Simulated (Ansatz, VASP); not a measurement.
**Two plane-wave programs on BeS**

```
Be S
1.0
     0.00000    2.33753    2.33753
     2.33753    0.00000    2.33753
     2.33753    2.33753    0.00000
Be S
1 1
Direct
  0.00000 0.00000 0.00000
  0.50000 0.50000 0.50000
```

Alike in both runs: task single point; functional PBE; k mesh 8 × 8 × 8; no spin polarisation.

```csv
,VASP,Ansatz
version,VASP 6.6.1,Ansatz 0.2.0
potentials or method,"VASP PAW PBE potentials, release 64 (Be, S)","plane waves, PAW"
plane-wave cutoff (eV),520,420
occupations,"gaussian, width 0.01 eV",fixed
valence electrons in the cell,8,8
```

```tsv
	VASP	Ansatz	Ansatz less VASP
gap on the k mesh at the Fermi level (eV)	0.98	0.98	-0.006
pressure (GPa)	-3.1	-3.0	+0.09
```
